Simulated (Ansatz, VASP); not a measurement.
# Two plane-wave programs on CdS

The input INCAR:

```
SYSTEM = CdS
ALGO = Normal
EDIFF = 1E-8
ENCUT = 520
GGA = PS
ISIF = 2
ISMEAR = -1
LASPH = .True.
LCHARG = .False.
LEFG = .True.
LREAL = .False.
LWAVE = .False.
NBANDS = 16
NELM = 60
PREC = Accurate
SIGMA = 0.02
```

File KPOINTS:

```
k-points
0
Gamma
  7 7 7
  0 0 0
```

POSCAR

```
CdS
1.0
    0.0000000000      2.9031789477      2.9031789477
    2.9031789477      0.0000000000      2.9031789477
    2.9031789477      2.9031789477      0.0000000000
Cd S
1 1
Direct
    0.0000000000      0.0000000000      0.0000000000
    0.7500000000      0.7500000000      0.7500000000
```

Input for Ansatz:

```yaml
crystal:
  lattice:
    - [0.0, 2.9031789477, 2.9031789477]
    - [2.9031789477, 0.0, 2.9031789477]
    - [2.9031789477, 2.9031789477, 0.0]
  atoms:
    - { symbol: Cd, position: [0.0, 0.0, 0.0] }
    - { symbol: S, position: [0.75, 0.75, 0.75] }
kpoints:
  mp_grid: { grid: [7, 7, 7] }
scf:
  occupations: { method: fermi_dirac, width: 0.02 }
hamiltonian:
  xc: pbesol
  pseudopotentials: { kind: paw }
output:
  forces: true
  stress: true
  eigenvalues: true
  efg: { contact_densities: true }
```

Change from the starting cell: volume scaled by 0.96, PAW files.

Alike in both runs: task electric field gradients; functional PBEsol; k mesh 7 × 7 × 7; occupations fermi-dirac, width 0.02 eV; no spin polarisation.

|  | VASP | Ansatz |
| --- | --- | --- |
| version | VASP 6.6.1 | Ansatz 0.2.0 |
| potentials or method | VASP PAW PBE potentials, release 64 (Cd, S) | PAW with Ansatz's default frozen-core files, scalar-relativistic |
| plane-wave cutoff (eV) | 520 | 420 |
| valence electrons in the cell | 18 | 26 |

VASP gave:

* gap on the k mesh at the Fermi level (eV): 1.04
* pressure (GPa): 1.0

Q: What did Ansatz give for the same quantities?

A: gap on the k mesh at the Fermi level (eV): 1.03; pressure (GPa): 0.6.

VASP's potentials were made for PBE, not for PBEsol. VASP's potentials hold 18 valence electrons a cell and Ansatz's 26, so a difference there can come from the potentials and not from the codes.
